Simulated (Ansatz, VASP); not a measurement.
# Si in VASP and in Ansatz

Contents of INCAR:

```
SYSTEM = Si
PREC     = Accurate       ! precision mode
ENCUT    = 520            ! plane-wave cutoff, eV
EDIFF    = 1E-6           ! SCF threshold, eV
ISMEAR   = 0              ! smearing method
SIGMA    = 0.1            ! smearing width, eV
LREAL    = .False.        ! projectors in reciprocal space
LASPH    = .True.         ! aspherical terms in the spheres
NELM     = 60             ! most SCF steps
ALGO     = Normal         ! electronic algorithm
ISIF     = 2              ! what is computed and relaxed
LWAVE    = .False.        ! write WAVECAR
LCHARG   = .False.        ! write CHGCAR
LDIPOL   = .True.       
IDIPOL   = 3            
DIPOL    = 0.5 0.5 0.500
GGA      = PE             ! functional
NBANDS   = 11             ! bands
```

File KPOINTS:

```
Automatic mesh
0
Gamma
  15 15 1
  0 0 0
```

File POSCAR:

```
Si
1.0
    4.0610000000      0.0000000000      0.0000000000
   -2.0305000000      3.5169291648      0.0000000000
    0.0000000000      0.0000000000     28.0000000000
Si
2
Direct
    0.3333333333      0.6666666667      0.5127500000
    0.6666666667      0.3333333333      0.4872500000
```

Input for Ansatz:

```yaml
crystal:
  lattice:
    - [4.061, 0.0, 0.0]
    - [-2.0305, 3.5169291648, 0.0]
    - [0.0, 0.0, 28.0]
  atoms:
    - { symbol: Si, position: [0.3333333333, 0.6666666667, 0.51275] }
    - { symbol: Si, position: [0.6666666667, 0.3333333333, 0.48725] }
  periodic: [true, true, false]
basis:
  ecutwfc: 420
kpoints:
  mp_grid: { grid: [15, 15, 1] }
hamiltonian:
  xc: pbe
  pseudopotentials: { kind: paw, azcp: { folder: soft_1 } }
scf:
  occupations: { method: gaussian, width: 0.1 }
output:
  forces: true
  stress: true
  eigenvalues: true
```

Alike in both runs: task single point; functional PBE; k mesh 15 × 15 × 1; occupations gaussian, width 0.1 eV; no spin polarisation.

|  | VASP | Ansatz |
| --- | --- | --- |
| version | VASP 6.6.1 | Ansatz 0.2.0 |
| potentials or method | VASP PAW PBE potentials, release 64 (Si), cutoff 520 eV | scalar-relativistic, plane waves, PAW |
| valence electrons in the cell | 8 | 8 |

|  | VASP | Ansatz | Ansatz less VASP |
| --- | --- | --- | --- |
| gap on the k mesh at the Fermi level (eV) | none | none | - |
| rms of the force components (eV/Å) | 0.580 | 0.577 | -0.0031 |

Atom by atom the forces differ by 0.003 eV/Å (rms over components). A gap of «none» marks a metal or a gap that the smearing closes. With one functional, cell and mesh, what is left measures potentials, basis and numerics.
